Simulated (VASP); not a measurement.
Set up this calculation in VASP 6.6.1, as the native input.

```yaml
Task: single point
Functional: PBE
Potentials_or_basis: VASP PAW PBE potentials, release 64 (Zr_sv, O)
Cutoff: 600 eV
k_mesh: 8 × 8 × 8
Occupations: gaussian, width 0.01 eV
Spin: no spin polarisation
Dipole_correction: no
Further_INCAR_settings: ALGO = Normal; EDIFF = 1e-06; NBANDS = 19
```

The structure of ZrO2 lies in POSCAR:

```
ZrO2
1.0
    0.0000000000      2.5447136213      2.5447136213
    2.5447136213      0.0000000000      2.5447136213
    2.5447136213      2.5447136213      0.0000000000
Zr O
1 2
Direct
    0.0000000000      0.0000000000      0.0000000000
    0.2500000000      0.2500000000      0.2500000000
    0.7500000000      0.7500000000      0.7500000000
```

One way to write it, as run:

INCAR

```
SYSTEM = ZrO2
PREC = Accurate
ENCUT = 600
EDIFF = 1E-6
ISMEAR = 0
SIGMA = 0.01
LREAL = .FALSE.
LASPH = .TRUE.
NELM = 120
ALGO = Normal
ISIF = 2
LWAVE = .FALSE.
LCHARG = .FALSE.
GGA = PE
NBANDS = 19
GGA_COMPAT = .FALSE.
```

KPOINTS

```
Automatic mesh
0
G
  8 8 8
  0 0 0
```

Potentials or basis: VASP PAW PBE potentials, release 64 (Zr_sv, O).

Launch:

```console
$ cat potpaw_PBE.64/Zr_sv/POTCAR potpaw_PBE.64/O/POTCAR > POTCAR
$ mpirun -np 1 vasp_std > vasp.out
```

Results of the run:

```
Pressure               : 3.9 GPa
Band gap on the k mesh : 3.36 eV (least direct gap 3.80 eV)
```

Caveat: the cell stands under pressure.

Run time: 14 s on 1 thread of Intel(R) Xeon(R) 6975P-C (Granite Rapids), with other jobs on the host, peak memory 0.17 GiB.
